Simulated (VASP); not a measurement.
# Co (P-3m1) in VASP: notebook

Co is run at these levels: PBEsol, r2SCAN; tasks: single point.

Program: VASP 6.6.1. These are calculated values, not measurements. Logs are shortened: lines on timing, memory, paths and dates and some standing lists are left out, and cuts for length are marked.

## Step 1: The cell of the first run

It takes space group P-3m1 (No. 164, trigonal). The conventional cell has a = 2.504 Å, b = 2.504 Å, c = 4.090 Å, α = 90.00°, β = 90.00°, γ = 120.00°. Within 3.2 Å of Co (site symmetry 3m) lie 12 Co at 2.44 to 2.57 Å.

## Step 2: Single point, PBEsol, collinear spin, ferromagnetic start

Input file INCAR:

```
PREC = Accurate
ENCUT = 520
EDIFF = 1E-6
ISMEAR = -1
SIGMA = 0.05
LREAL = False
LASPH = True
NELM = 150
ALGO = Normal
ISIF = 2
LWAVE = False
LCHARG = False
ISPIN = 2
MAGMOM = 2 2
LORBIT = 11
LMAXMIX = 4
GGA = PS
NBANDS = 20
```

Input file KPOINTS:

```
Automatic mesh
0
Gamma
  12 12 7
```

Input file POSCAR:

```
Co
1.0
    2.5038379689      0.0000000000      0.0000000000
   -1.2519189845      2.1683872881      0.0000000000
    0.0000000000      0.0000000000      4.0901994896
Co
2
Direct
    0.3333333333      0.6666666667      0.7401390000
    0.6666666667      0.3333333333      0.2598610000
```

Potentials or basis: VASP PAW PBE potentials, release 64 (Co).

Run with:

```bash
$ cat potpaw_PBE.64/Co/POTCAR > POTCAR
$ mpirun -np 1 vasp_std > vasp.out
```

OUTCAR:

```text
PREC = Accurate
   ENCUT = 520
   EDIFF = 1E-6
   ISMEAR = -1
   LREAL = False
   LASPH = True
   NELM = 150
   ISIF = 2
   ISPIN = 2
   LORBIT = 11
   GGA = PS

 ion  position               nearest neighbor table
   1  0.333  0.667  0.740-   2 2.44   2 2.44   2 2.44   2 2.57   2 2.57   2 2.57
   2  0.667  0.333  0.260-   1 2.44   1 2.44   1 2.44   1 2.57   1 2.57   1 2.57

  LATTYP: Found a hexagonal cell.
 ALAT       =     2.5038379689
 C/A-ratio  =     1.6335719565

  Lattice vectors:

 A1 = (   2.5038379689,   0.0000000000,   0.0000000000)
 A2 = (  -1.2519189845,   2.1683872881,   0.0000000000)
 A3 = (   0.0000000000,   0.0000000000,   4.0901994896)

Analysis of symmetry for initial positions (statically):
=====================================================================
 Subroutine PRICEL returns:
 Original cell was already a primitive cell.

 Routine SETGRP: Setting up the symmetry group for a
 hexagonal supercell.

 Subroutine GETGRP returns: Found 12 space group operations
 (whereof 12 operations were pure point group operations)
 out of a pool of 24 trial point group operations.

The static configuration has the point symmetry D_3d.

Analysis of symmetry for dynamics (positions and initial velocities):
=====================================================================
 Subroutine PRICEL returns:
 Original cell was already a primitive cell.

 Routine SETGRP: Setting up the symmetry group for a
 hexagonal supercell.

 Subroutine GETGRP returns: Found 12 space group operations
 (whereof 12 operations were pure point group operations)
 out of a pool of 24 trial point group operations.

The dynamic configuration has the point symmetry D_3d.

Analysis of structural, dynamic, and magnetic symmetry:
=====================================================================
 Subroutine PRICEL returns:
 Original cell was already a primitive cell.

 Routine SETGRP: Setting up the symmetry group for a
 hexagonal supercell.

 Subroutine GETGRP returns: Found 12 space group operations
 (whereof 12 operations were pure point group operations)
 out of a pool of 24 trial point group operations.

The overall configuration has the point symmetry D_3d.

 Subroutine INISYM returns: Found 12 space group operations
 (whereof 12 operations are pure point group operations),
 and found     1 'primitive' translations

----------------------------------------------------------------------------------------

                                     Primitive cell

  volume of cell :      22.2069

  direct lattice vectors                    reciprocal lattice vectors
     2.503837969  0.000000000  0.000000000     0.399386866  0.230586115  0.000000000
    -1.251918985  2.168387288  0.000000000     0.000000000  0.461172229  0.000000000
     0.000000000  0.000000000  4.090199490     0.000000000  0.000000000  0.244486853

  length of vectors
     2.503837969  2.503837969  4.090199490     0.461172229  0.461172229  0.244486853

  position of ions in fractional coordinates (direct lattice)
     0.333333333  0.666666667  0.740139000
     0.666666667  0.333333333  0.259861000

  ion indices of the primitive-cell ions
   primitive index   ion index
                 1           1
                 2           2

----------------------------------------------------------------------------------------

 KPOINTS: Automatic mesh

Automatic generation of k-mesh.
 Grid dimensions read from file:
 generate k-points for:   12   12    7

 Generating k-lattice:

  Cartesian coordinates                     Fractional coordinates (reciprocal lattice)
     0.033282239  0.019215510  0.000000000     0.083333333  0.000000000  0.000000000
     0.000000000  0.038431019  0.000000000     0.000000000  0.083333333  0.000000000
     0.000000000  0.000000000  0.034926693     0.000000000  0.000000000  0.142857143

  Length of vectors
     0.038431019  0.038431019  0.034926693

  Shift w.r.t. Gamma in fractional coordinates (k-lattice)
     0.000000000  0.000000000  0.000000000

 Subroutine IBZKPT returns following result:
 ===========================================

 Found    112 irreducible k-points:

 Following reciprocal coordinates:
            Coordinates               Weight
  0.000000  0.000000  0.000000      1.000000
  0.083333  0.000000  0.000000      6.000000
  0.166667  0.000000  0.000000      6.000000
  0.250000  0.000000  0.000000      6.000000
  0.333333  0.000000  0.000000      6.000000
  0.416667  0.000000  0.000000      6.000000
[... 16 lines left out ...]
  0.166667  0.000000  0.142857      6.000000
  0.000000  0.166667  0.142857      6.000000
 [... further k-points ...]
   k-points           NKPTS =    112   k-points in BZ     NKDIM =    112   number of bands    NBANDS=     20
   number of dos      NEDOS =    301   number of ions     NIONS =      2
   total plane-waves  NPLWV =  12000
   dimension x,y,z NGX =    20 NGY =   20 NGZ =   30
   dimension x,y,z NGXF=    40 NGYF=   40 NGZF=   60
   ions per type =               2
   NGX,Y,Z   is equivalent  to a cutoff of  13.28, 13.28, 12.19 a.u.
   NGXF,Y,Z  is equivalent  to a cutoff of  26.56, 26.56, 24.39 a.u.
 SYSTEM =  unknown system
   PREC   = accura    normal or accurate (medium, high low for compatibility)
   ISTART =      0    job   : 0-new  1-cont  2-samecut
   ICHARG =      2    charge: 1-file 2-atom 10-const
   ISPIN  =      2    spin polarized calculation?
   LNONCOLLINEAR =      F non collinear calculations
   LSORBIT =      F    spin-orbit coupling
   LASPH  =      T    aspherical Exc in radial PAW
   ENCUT  =  520.0 eV  38.22 Ry    6.18 a.u.   4.66  4.66  7.61*2*pi/ulx,y,z
   NELM   =    150;   NELMIN=  2; NELMDL= -5     # of ELM steps
   EDIFF  = 0.1E-05   stopping-criterion for ELM
   LREAL  =      F    real-space projection
   EDIFFG = 0.1E-04   stopping-criterion for IOM
   NSW    =      0    number of steps for IOM
   IBRION =     -1    ionic relax: 0-MD 1-quasi-New 2-CG
   NFREE  =      0    steps in history (QN), initial steepest desc. (CG)
   ISIF   =      2    stress and relaxation
   ISYM   =      2    0-nonsym 1-usesym 2-fastsym
   POTIM  = 0.5000    time-step for ionic-motion
   TEBEG  =    0.0;   TEEND  =   0.0 temperature during run
   PSTRESS=    0.0 pullay stress
   NELECT =      18.0000    total number of electrons
   NUPDOWN=      -1.0000    fix difference up-down
   EMIN   =  10.00;   EMAX   =-10.00  energy-range for DOS
   EFERMI =   0.00;   METHOD = LEGACY
   ISMEAR =    -1;   SIGMA  =   0.05  broadening in eV -4-tet -1-fermi 0-gaus
   EFERMI_NEDOS =   21; number of points for ismear=-14 and -15
   IALGO  =     38    algorithm
   IMIX   =      4    mixing-type and parameters
     AMIX     =   0.40;   BMIX     =  1.00
     AMIX_MAG =   1.60;   BMIX_MAG =  1.00
  volume/ion in A,a.u.               =      11.10        74.93
  Fermi-wavevector in a.u.,A,eV,Ry     =   1.526405  2.884487 31.700385  2.329913
  Thomas-Fermi vector in A             =   2.634443
   LORBIT       =     11    0 simple, 1 ext, 2 COOP (PROOUT), +10 PAW based schemes
   GGA     = PS    functional components
   LHFCALC =     F    Hartree Fock is set to
   AEXX    =    0.0000 exact exchange contribution
   IVDW    =     0    specifies the selected vdW correction
   LEPSILON=     F    determine dielectric tensor
   LRPA    =     F    only Hartree local field effects (RPA)
 spin polarized calculation
  energy-cutoff  :      520.00
  volume of cell :       22.21
 maximum number of plane-waves:       615
 NGX is ok and might be reduce to    20
   NGX =  9   NGY =  9   NGZ = 15

 number of electron      17.9999988 magnetization       3.2842532

 Free energy of the ion-electron system (eV)
  ---------------------------------------------------
  ext. energy  EPLUGINS =         0.00000000
  ---------------------------------------------------
  free energy    TOTEN  =       -15.38517543 eV

  energy without entropy =      -15.36995841  energy(sigma->0) =      -15.37756692

 E-fermi :   9.7700     XC(G=0): -13.4383

 val. band max:        9.7626888460   @ k =   0.0000   0.2500   0.4286
 cond. band min:       9.7717238999   @ k =   0.0833   0.0833   0.1429
 fundamental gap:      0.0090350539
 Fermi energy:         9.7700057774

 spin component 1

 k-point     1 :       0.0000    0.0000    0.0000
  band No.  band energies     occupation
      1       0.9094      1.00000
      2       4.6744      1.00000
      3       7.1260      1.00000
      4       7.1830      1.00000
      5       7.1830      1.00000
      6       7.4682      1.00000
[... 12 lines left out ...]
     19      35.3792      0.00000
     20      35.3792      0.00000

 k-point     2 :       0.0833    0.0000    0.0000
  band No.  band energies     occupation
      1       1.1502      1.00000
      2       4.8202      1.00000
      3       6.9394      1.00000
      4       7.2927      1.00000
      5       7.3304      1.00000
      6       7.4191      1.00000
[... 498 lines left out ...]
 k-point    24 :       0.0000    0.1667    0.1429
  band No.  band energies     occupation
      1       2.0312      1.00000
      2       5.1771      1.00000
      3       6.6721      1.00000
      4       6.8702      1.00000
      5       7.1391      1.00000
      6       7.4806      1.00000
[... 12 lines left out ...]
     19      35.8174      0.00000
     20      36.8059      0.00000

 [... further k-points ...]

 spin component 2

 k-point     1 :       0.0000    0.0000    0.0000
  band No.  band energies     occupation
      1       0.9695      1.00000
      2       5.6421      1.00000
      3       8.7335      1.00000
      4       8.8392      1.00000
      5       8.8392      1.00000
      6       9.1444      1.00000
[... 12 lines left out ...]
     19      35.7227      0.00000
     20      35.7227      0.00000

 k-point     2 :       0.0833    0.0000    0.0000
  band No.  band energies     occupation
      1       1.2111      1.00000
      2       5.8084      1.00000
      3       8.5205      1.00000
      4       8.9059      1.00000
      5       8.9607      1.00000
      6       9.0130      1.00000
[... 498 lines left out ...]
 k-point    24 :       0.0000    0.1667    0.1429
  band No.  band energies     occupation
      1       2.1025      1.00000
      2       6.1196      1.00000
      3       7.9002      1.00000
      4       8.2643      1.00000
      5       8.7491      1.00000
      6       9.1522      1.00000
[... 12 lines left out ...]
     19      36.0638      0.00000
     20      37.1089      0.00000

 [... further k-points ...]
[... 5 lines left out ...]
  --------------------------------------------------------------------------------------
  -------------------------------------------------------------------------------------
  Total       -1.7532461     -1.7532461     -2.1287852      0.0000000      0.0000000     -0.0000000
  in kB     -126.4928299   -126.4928299   -153.5871425      0.0000000      0.0000000     -0.0000000
  external PRESSURE =    -135.5242675 kB  Pullay stress =       0.0000000 kB

 VOLUME and BASIS-vectors are now :
 -----------------------------------------------------------------------------
  energy-cutoff  :      520.00
  volume of cell :       22.21
      direct lattice vectors                 reciprocal lattice vectors
     2.503837969  0.000000000  0.000000000     0.399386866  0.230586115  0.000000000
    -1.251918985  2.168387288  0.000000000     0.000000000  0.461172229  0.000000000
     0.000000000  0.000000000  4.090199490     0.000000000  0.000000000  0.244486853

 POSITION                                       TOTAL-FORCE (eV/Angst)
 -----------------------------------------------------------------------------------
     -0.00000      1.44559      3.02732         0.000000     -0.000000      0.368253
      1.25192      0.72280      1.06288        -0.000000      0.000000     -0.368253
 -----------------------------------------------------------------------------------
    total drift:                               -0.000000      0.000000      0.000000

  FREE ENERGIE OF THE ION-ELECTRON SYSTEM (eV)
  ---------------------------------------------------
  free  energy   TOTEN  =       -15.3851754332 eV

  energy  without entropy=      -15.3699584108  energy(sigma->0) =      -15.37756692

 total charge

# of ion       s       p       d       tot
------------------------------------------
    1        0.482   0.508   7.244   8.233
    2        0.482   0.508   7.244   8.233
--------------------------------------------------
tot          0.963   1.015  14.487  16.466

 magnetization (x)

# of ion       s       p       d       tot
------------------------------------------
    1       -0.014  -0.050   1.724   1.660
    2       -0.014  -0.050   1.724   1.660
--------------------------------------------------
tot         -0.027  -0.100   3.447   3.320
```

Wall time 87 s (1 thread of Intel Xeon Platinum 8488C (Sapphire Rapids), shared host); peak memory 0.19 GiB.

Results:

```
Free energy                                           : -15.3852 eV
Pressure                                              : -13.6 GPa
Largest force                                         : 0.368 eV/Å
Net moment                                            : 3.28 μB per cell
Site moments                                          : Co +1.66 μB
Valence electrons inside the program's atomic spheres : Co 8.23
```

Forces in eV/Å, atoms in the order of the input:
```
Co   0.000  0.000  0.368
Co   0.000  0.000 -0.368
```

Caveat: the PAW data sets were made with another functional, which shifts forces and pressure a little.

## Step 3: Single point, PBEsol, collinear spin, ferromagnetic start

This run uses another cell than the first one, of 11.32 Å³/atom, 1.020 times its volume.

Input file INCAR:

```
SYSTEM = Co
ALGO = Normal ; EDIFF = 1E-6
ENCUT = 520 ; GGA = PS
ISIF = 2 ; ISMEAR = -1
ISPIN = 2 ; LASPH = .TRUE.
LCHARG = .FALSE. ; LMAXMIX = 4
LORBIT = 11 ; LREAL = .FALSE.
LWAVE = .FALSE. ; MAGMOM = 2 2
NBANDS = 20 ; NELM = 150
PREC = Accurate ; SIGMA = 0.05
```

Input file KPOINTS:

```
k-points
0
G
  12 12 7
  0 0 0
```

Input file POSCAR:

```
Co
1.0
    2.5200971126      0.0000000000      0.0000000000
   -1.2600485563      2.1824681195      0.0000000000
    0.0000000000      0.0000000000      4.1167599708
Co
2
Direct
    0.3333333333      0.6666666667      0.7401390000
    0.6666666667      0.3333333333      0.2598610000
```

Potentials or basis: VASP PAW PBE potentials, release 64 (Co).

Run with:

```bash
$ cat potpaw_PBE.64/Co/POTCAR > POTCAR
$ mpirun -np 1 vasp_std > vasp.out
```

It took 83 s on 1 thread of Intel Xeon Platinum 8488C (Sapphire Rapids), shared host; peak memory 0.2 GiB.

Results (log left out):

| Item | Value |
| --- | --- |
| Free energy | -15.3441 eV |
| Pressure | -16.7 GPa |
| Largest force | 0.313 eV/Å |
| Net moment | 3.32 μB per cell |
| Site moments | Co +1.68 μB |
| Valence electrons inside the program's atomic spheres | Co 8.20 |

Forces in eV/Å, atoms in the order of the input:
```
Co   0.000  0.000  0.313
Co   0.000  0.000 -0.313
```

Stress tensor (GPa, compression positive):
```
-15.88   0.00   0.00
  0.00 -15.88   0.00
  0.00   0.00 -18.37
```

Levels at points of the mesh, in eV from the Fermi level:
Spin up:
| k point | band 8 | band 9 | band 10 | band 11 | band 12 | band 13 | band 14 | band 15 |
| --- | --- | --- | --- | --- | --- | --- | --- | --- |
| (0.00, 0.00, 0.00) | -1.90 | -1.90 | -0.89 | -0.89 | -0.21 | 5.75 | 21.66 | 23.89 |
| (0.50, 0.00, 0.00) | -0.76 | -0.74 | -0.59 | 1.16 | 3.09 | 9.08 | 9.98 | 12.13 |
Spin down:
```
           k point  band 5  band 6  band 7  band 8  band 9  band 10
(0.00, 0.00, 0.00)   -0.89   -0.60   -0.60   -0.18   -0.08    -0.08
(0.50, 0.00, 0.00)   -1.02   -0.98   -0.60    1.15    1.23     1.30
```

Caveat: the PAW data sets were made with another functional, which shifts forces and pressure a little.

[end of part 1 of 2]
